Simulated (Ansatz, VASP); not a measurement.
PbSe: VASP beside Ansatz

File POSCAR:

```
PbSe
1.0
    0.0000000000      3.0401081059      3.0401081059
    3.0401081059      0.0000000000      3.0401081059
    3.0401081059      3.0401081059      0.0000000000
Pb Se
1 1
Direct
    0.0000000000      0.0000000000      0.0000000000
    0.5000000000      0.5000000000      0.5000000000
```

INCAR.step1

```
ALGO = Normal
EDIFF = 1E-5
ENCUT = 520
GGA = PE
ISIF = 2
ISMEAR = -1
LASPH = T
LCHARG = F
LREAL = F
LWAVE = T
NBANDS = 17
NELM = 80
PREC = Accurate
SIGMA = 0.05
```

File INCAR.step2:

```
AEXX = 0.1
ALGO = Normal
EDIFF = 1E-7
ENCUT = 520
ISIF = 2
ISMEAR = -1
ISTART = 1
LASPH = T
LCHARG = F
LHFCALC = T
LMIXTAU = T
LREAL = F
LWAVE = F
METAGGA = R2SCAN
NBANDS = 17
NELM = 80
PREC = Accurate
PRECFOCK = Normal
SIGMA = 0.05
```

KPOINTS

```
k-points
0
Gamma
  4 4 4
```

input.yaml

```yaml
crystal:
  lattice:
    - [0.0, 3.0401081059, 3.0401081059]
    - [3.0401081059, 0.0, 3.0401081059]
    - [3.0401081059, 3.0401081059, 0.0]
  atoms:
    - { symbol: Pb, position: [0.0, 0.0, 0.0] }
    - { symbol: Se, position: [0.5, 0.5, 0.5] }
hamiltonian:
  xc: r2scanh
  pseudopotentials: { kind: paw }
kpoints:
  mp_grid: { grid: [4, 4, 4] }
scf:
  occupations: { method: fermi_dirac, width: 0.05 }
output:
  forces: true
  stress: true
  eigenvalues: true
```

Alike in both runs: task single point; functional r2SCANh; k mesh 4 × 4 × 4; occupations fermi-dirac, width 0.05 eV; no spin polarisation.

|  | VASP | Ansatz |
| --- | --- | --- |
| version | VASP 6.6.1 | Ansatz 0.2.0 |
| potentials or method | VASP PAW PBE potentials, release 64 (Pb_d, Se) | Ansatz PAW |
| plane-wave cutoff (eV) | 520 | 500 |
| valence electrons in the cell | 20 | 30 |

VASP gave:

- gap on the k mesh at the Fermi level (eV): 0.89
- least direct gap on the mesh (eV): 0.89
- pressure (GPa): 2.5

Problem. What did Ansatz give for the same quantities?

Solution. gap on the k mesh at the Fermi level (eV): 0.86; least direct gap on the mesh (eV): 0.86; pressure (GPa): 2.6.

VASP's potentials were made for PBE, not for r2SCANh. VASP's potentials hold 20 valence electrons a cell and Ansatz's 30, so a difference there can come from the potentials and not from the codes.

The k mesh is coarse, so the values compare programs but aren't converged. Spin-orbit coupling is off throughout.
